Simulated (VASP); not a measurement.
# MgH2 (Pa-3) in VASP: notebook, part 2 of 2

VASP 6.6.1. The steps go on from the part before.

## 3. Relaxation of cell and atoms, PBEsol

This run uses another cell than the first one, of 9.15 Å³/atom, 1.005 times its volume.

INCAR

```
  PREC = Accurate
  ENCUT = 600
  EDIFF = 1E-7
  ISMEAR = -1
  SIGMA = 0.03
  LREAL = F
  LASPH = T
  NELM = 80
  ALGO = Normal
  ISIF = 3
  LWAVE = F
  LCHARG = F
  GGA = PS
  IBRION = 2
  NSW = 100
  EDIFFG = -0.01
```

KPOINTS

```
regular mesh
0
Gamma
  4 4 4
```

POSCAR

```
MgH2
1.0
    4.7892341100      0.0000000000      0.0000000000
    0.0000000000      4.7892341100      0.0000000000
    0.0000000000      0.0000000000      4.7892341100
Mg H
4 8
Direct
    0.5000000000      0.5000000000      0.0000000000
    0.5000000000      0.0000000000      0.5000000000
    0.0000000000      0.5000000000      0.5000000000
    0.0000000000      0.0000000000      0.0000000000
    0.1560614600      0.8439385400      0.3439385400
    0.8439385400      0.3439385400      0.1560614600
    0.3439385400      0.1560614600      0.8439385400
    0.6560614600      0.6560614600      0.6560614600
    0.8439385400      0.1560614600      0.6560614600
    0.1560614600      0.6560614600      0.8439385400
    0.6560614600      0.8439385400      0.1560614600
    0.3439385400      0.3439385400      0.3439385400
```

Potentials or basis: VASP PAW PBE potentials, release 64 (Mg, H).

Started as:

```console
cat potpaw_PBE.64/Mg/POTCAR potpaw_PBE.64/H/POTCAR > POTCAR
mpirun -np 1 vasp_std > vasp.out
```

OUTCAR:

```text
PREC = Accurate
   ENCUT = 600
   EDIFF = 1E-7
   ISMEAR = -1
   LREAL = F
   LASPH = T
   NELM = 80
   ISIF = 3
   GGA = PS
   IBRION = 2
   NSW = 100
   EDIFFG = -0.01

 ion  position               nearest neighbor table
   1  0.500  0.500  0.000-   6 1.96   7 1.96   8 1.96  10 1.96  11 1.96  12 1.96   2 3.39   3 3.39
                             4 3.39   2 3.39   3 3.39   2 3.39   4 3.39   2 3.39   3 3.39   4 3.39
   2  0.500  0.000  0.500-   5 1.96   7 1.96   8 1.96   9 1.96  11 1.96  12 1.96   1 3.39   3 3.39
                             4 3.39   1 3.39   4 3.39   1 3.39   3 3.39   1 3.39   3 3.39   4 3.39
   3  0.000  0.500  0.500-   5 1.96   6 1.96   8 1.96   9 1.96  10 1.96  12 1.96   1 3.39   2 3.39
                             4 3.39   1 3.39   4 3.39   2 3.39   4 3.39   4 3.39   1 3.39   2 3.39
   4  0.000  0.000  0.000-   5 1.96   6 1.96   7 1.96   9 1.96  10 1.96  11 1.96   1 3.39   2 3.39
                             3 3.39   2 3.39   3 3.39   1 3.39   3 3.39   3 3.39   1 3.39   2 3.39
   5  0.156  0.844  0.344-   2 1.96   3 1.96   4 1.96
   6  0.844  0.344  0.156-   1 1.96   3 1.96   4 1.96
   7  0.344  0.156  0.844-   1 1.96   2 1.96   4 1.96
   8  0.656  0.656  0.656-   1 1.96   2 1.96   3 1.96
   9  0.844  0.156  0.656-   2 1.96   3 1.96   4 1.96
  10  0.156  0.656  0.844-   1 1.96   3 1.96   4 1.96
  11  0.656  0.844  0.156-   1 1.96   2 1.96   4 1.96
  12  0.344  0.344  0.344-   1 1.96   2 1.96   3 1.96

  LATTYP: Found a simple cubic cell.
 ALAT       =     4.7892341100

  Lattice vectors:

 A1 = (   4.7892341100,   0.0000000000,   0.0000000000)
 A2 = (   0.0000000000,   4.7892341100,   0.0000000000)
 A3 = (   0.0000000000,   0.0000000000,   4.7892341100)

Analysis of symmetry for initial positions (statically):
=====================================================================
 Subroutine PRICEL returns:
 Original cell was already a primitive cell.

 Routine SETGRP: Setting up the symmetry group for a
 simple cubic supercell.

 Subroutine GETGRP returns: Found 24 space group operations
 (whereof  6 operations were pure point group operations)
 out of a pool of 48 trial point group operations.

The static configuration has the point symmetry S_6 .
 The point group associated with its full space group is T_h .

Analysis of symmetry for dynamics (positions and initial velocities):
=====================================================================
 Subroutine PRICEL returns:
 Original cell was already a primitive cell.

 Routine SETGRP: Setting up the symmetry group for a
 simple cubic supercell.

 Subroutine GETGRP returns: Found 24 space group operations
 (whereof  6 operations were pure point group operations)
 out of a pool of 48 trial point group operations.

The dynamic configuration has the point symmetry S_6 .
 The point group associated with its full space group is T_h .

 Subroutine INISYM returns: Found 24 space group operations
 (whereof  6 operations are pure point group operations),
 and found     1 'primitive' translations

----------------------------------------------------------------------------------------

                                     Primitive cell

  volume of cell :     109.8495

  direct lattice vectors                    reciprocal lattice vectors
     4.789234110  0.000000000  0.000000000     0.208801653  0.000000000  0.000000000
     0.000000000  4.789234110  0.000000000     0.000000000  0.208801653  0.000000000
     0.000000000  0.000000000  4.789234110     0.000000000  0.000000000  0.208801653

  length of vectors
[... 56 lines left out ...]

 Following reciprocal coordinates:
            Coordinates               Weight
  0.000000  0.000000  0.000000      1.000000
  0.250000  0.000000  0.000000      6.000000
  0.500000  0.000000  0.000000      3.000000
  0.250000  0.250000  0.000000     12.000000
  0.500000  0.250000  0.000000      6.000000
 -0.250000  0.500000  0.000000      6.000000
  0.500000  0.500000  0.000000      3.000000
  0.250000  0.250000  0.250000      8.000000
  0.500000  0.250000  0.250000     12.000000
  0.500000  0.500000  0.250000      6.000000
  0.500000  0.500000  0.500000      1.000000
   k-points           NKPTS =     11   k-points in BZ     NKDIM =     11   number of bands    NBANDS=     15
   number of dos      NEDOS =    301   number of ions     NIONS =     12
   total plane-waves  NPLWV =  64000
   dimension x,y,z NGX =    40 NGY =   40 NGZ =   40
   dimension x,y,z NGXF=    80 NGYF=   80 NGZF=   80
   ions per type =               4   8
   NGX,Y,Z   is equivalent  to a cutoff of  13.88, 13.88, 13.88 a.u.
   NGXF,Y,Z  is equivalent  to a cutoff of  27.77, 27.77, 27.77 a.u.
 SYSTEM =  unknown system
   PREC   = accura    normal or accurate (medium, high low for compatibility)
   ISTART =      0    job   : 0-new  1-cont  2-samecut
   ICHARG =      2    charge: 1-file 2-atom 10-const
   ISPIN  =      1    spin polarized calculation?
   LNONCOLLINEAR =      F non collinear calculations
   LSORBIT =      F    spin-orbit coupling
   LASPH  =      T    aspherical Exc in radial PAW
   ENCUT  =  600.0 eV  44.10 Ry    6.64 a.u.   9.57  9.57  9.57*2*pi/ulx,y,z
   NELM   =     80;   NELMIN=  2; NELMDL= -5     # of ELM steps
   EDIFF  = 0.1E-06   stopping-criterion for ELM
   LREAL  =      F    real-space projection
   EDIFFG = -.1E-01   stopping-criterion for IOM
   NSW    =    100    number of steps for IOM
   IBRION =      2    ionic relax: 0-MD 1-quasi-New 2-CG
   NFREE  =      1    steps in history (QN), initial steepest desc. (CG)
   ISIF   =      3    stress and relaxation
   ISYM   =      2    0-nonsym 1-usesym 2-fastsym
   POTIM  = 0.5000    time-step for ionic-motion
   TEBEG  =    0.0;   TEEND  =   0.0 temperature during run
   PSTRESS=    0.0 pullay stress
   NELECT =      16.0000    total number of electrons
   NUPDOWN=      -1.0000    fix difference up-down
   EMIN   =  10.00;   EMAX   =-10.00  energy-range for DOS
   EFERMI =   0.00;   METHOD = LEGACY
   ISMEAR =    -1;   SIGMA  =   0.03  broadening in eV -4-tet -1-fermi 0-gaus
   EFERMI_NEDOS =   21; number of points for ismear=-14 and -15
   IALGO  =     38    algorithm
   IMIX   =      4    mixing-type and parameters
     AMIX     =   0.40;   BMIX     =  1.00
     AMIX_MAG =   1.60;   BMIX_MAG =  1.00
  volume/ion in A,a.u.               =       9.15        61.78
  Fermi-wavevector in a.u.,A,eV,Ry     =   0.861355  1.627725 10.094600  0.741932
  Thomas-Fermi vector in A             =   1.978996
   LORBIT       =      0    0 simple, 1 ext, 2 COOP (PROOUT), +10 PAW based schemes
   GGA     = PS    functional components
   LHFCALC =     F    Hartree Fock is set to
   AEXX    =    0.0000 exact exchange contribution
   IVDW    =     0    specifies the selected vdW correction
   LEPSILON=     F    determine dielectric tensor
   LRPA    =     F    only Hartree local field effects (RPA)
 conjugate gradient relaxation of ions
 non-spin polarized calculation
  energy-cutoff  :      600.00
  volume of cell :      109.85
 maximum number of plane-waves:      3743
 NGX is ok and might be reduce to    40
   NGX = 19   NGY = 19   NGZ = 19

--------------------------------------- Ionic step        1  -------------------------------------------

 number of electron      16.0000010 magnetization

 Free energy of the ion-electron system (eV)
  ---------------------------------------------------
  ext. energy  EPLUGINS =         0.00000000
  ---------------------------------------------------
  free energy    TOTEN  =       -35.26411420 eV

  energy without entropy =      -35.26411420  energy(sigma->0) =      -35.26411420

------------------------ aborting loop because EDIFF is reached ----------------------------------------

  FORCE on cell =-STRESS in cart. coord.  units (eV):
  Direction    XX          YY          ZZ          XY          YZ          ZX
  --------------------------------------------------------------------------------------
  -------------------------------------------------------------------------------------
  Total       -0.2163324     -0.2163324     -0.2163324      0.0000000      0.0000000      0.0000000
  in kB       -3.1552517     -3.1552517     -3.1552517      0.0000000      0.0000000      0.0000000
  external PRESSURE =      -3.1552517 kB  Pullay stress =       0.0000000 kB
[... 263 lines left out ...]
--------------------------------------- Ionic step        7  -------------------------------------------

 number of electron      15.9999997 magnetization

 Free energy of the ion-electron system (eV)
  ---------------------------------------------------
  ext. energy  EPLUGINS =         0.00000000
  ---------------------------------------------------
  free energy    TOTEN  =       -35.27157367 eV

  energy without entropy =      -35.27157367  energy(sigma->0) =      -35.27157367

 E-fermi :   2.0014     XC(G=0):  -9.0850

 val. band max:        1.3776115376   @ k =   0.0000   0.0000   0.0000
 cond. band min:       3.8956498402   @ k =   0.5000   0.0000   0.0000
 fundamental gap:      2.5180383026
 Fermi energy:         2.0014370296

 k-point     1 :       0.0000    0.0000    0.0000
  band No.  band energies     occupation
      1      -7.0402      2.00000
      2      -2.1558      2.00000
      3      -2.1558      2.00000
      4      -2.1558      2.00000
      5      -1.0872      2.00000
      6      -1.0872      2.00000
      7      -1.0872      2.00000
      8       1.3776      2.00000
      9       4.8147      0.00000
     10       4.8147      0.00000
     11       4.8147      0.00000
     12       6.3040      0.00000
     13       6.3040      0.00000
     14       6.3040      0.00000
[... 218 lines left out ...]
  FREE ENERGIE OF THE ION-ELECTRON SYSTEM (eV)
  ---------------------------------------------------
  free  energy   TOTEN  =       -35.2715736716 eV

  energy  without entropy=      -35.2715736716  energy(sigma->0) =      -35.27157367

 reached required accuracy - stopping structural energy minimisation
```

It took 95 s on 1 thread of Intel Xeon Platinum 8375C at 2.90GHz (Ice Lake), shared host; peak memory 0.25 GiB.

Results:

```yaml
Free_energy: -35.2716 eV
Relaxed_volume: 9.11 Å³/atom
Relaxed_cell: a = 4.782 Å, b = 4.782 Å, c = 4.782 Å, α = 90.00°, β = 90.00°, γ = 90.00°
Space_group_after_relaxing_to_0.05_Å: Pa-3 (No. 205)
Energy_gained_by_relaxing: 0.6 meV/atom
Ionic_steps: 7
Pressure_after_relaxing: -0.1 GPa
Largest_force_after_relaxing: 0.003 eV/Å
Band_gap_on_the_k_mesh: 2.52 eV, indirect (least direct gap 3.27 eV)
```

Forces on the atoms (eV/Å):
```
Mg   0.000  0.000  0.000
Mg   0.000  0.000  0.000
Mg   0.000  0.000  0.000
Mg   0.000  0.000  0.000
H   -0.002  0.002  0.002
H    0.002  0.002 -0.002
H    0.002 -0.002  0.002
H   -0.002 -0.002 -0.002
H    0.002 -0.002 -0.002
H   -0.002 -0.002  0.002
H   -0.002  0.002 -0.002
H    0.002  0.002  0.002
```

Step by step:
| step | energy change (eV) | largest force (eV/Å) | pressure (GPa) | volume (Å³) |
| --- | --- | --- | --- | --- |
| 1 | 0.0000 | 0.0449 | -0.32 | 109.85 |
| 2 | -0.0012 | 0.0430 | -0.17 | 109.56 |
| 3 | -0.0030 | 0.0371 | 0.28 | 108.71 |
| 4 | -0.0043 | 0.0320 | 0.21 | 108.81 |
| 5 | -0.0068 | 0.0160 | 0.02 | 109.10 |
| 6 | -0.0060 | 0.0181 | -0.38 | 109.70 |
| 7 | -0.0075 | 0.0030 | -0.14 | 109.34 |

Final structure:
```xyz
12
Lattice="4.7818 0.0000 0.0000 0.0000 4.7818 0.0000 0.0000 0.0000 4.7818" Properties=species:S:1:pos:R:3 pbc="T T T"
Mg    2.3909    2.3909    0.0000
Mg    2.3909    0.0000    2.3909
Mg    0.0000    2.3909    2.3909
Mg    0.0000    0.0000    0.0000
H     0.7263    4.0554    1.6646
H     4.0554    1.6646    0.7263
H     1.6646    0.7263    4.0554
H     3.1172    3.1172    3.1172
H     4.0554    0.7263    3.1172
H     0.7263    3.1172    4.0554
H     3.1172    4.0554    0.7263
H     1.6646    1.6646    1.6646
```

Levels at points of the mesh, in eV from the valence-band top:
| k point | band 4 | band 5 | band 6 | band 7 | band 8 | band 9 | band 10 | band 11 | band 12 | band 13 |
| --- | --- | --- | --- | --- | --- | --- | --- | --- | --- | --- |
| (0.00, 0.00, 0.00) | -3.53 | -2.46 | -2.46 | -2.46 | 0.00 | 3.44 | 3.44 | 3.44 | 4.93 | 4.93 |
| (0.50, 0.00, 0.00) | -2.77 | -2.46 | -2.46 | -1.49 | -1.49 | 2.52 | 2.52 | 4.69 | 4.69 | 5.52 |
| (0.50, 0.50, 0.00) | -5.49 | -1.74 | -1.74 | -1.74 | -1.74 | 3.67 | 3.67 | 3.67 | 3.67 | 7.18 |
| (0.50, 0.50, 0.50) | -4.38 | -3.87 | -3.87 | -3.87 | -3.87 | 6.03 | 6.03 | 6.03 | 6.03 | 7.98 |

Caveat: the PAW data sets were made with another functional, which shifts forces and pressure a little.
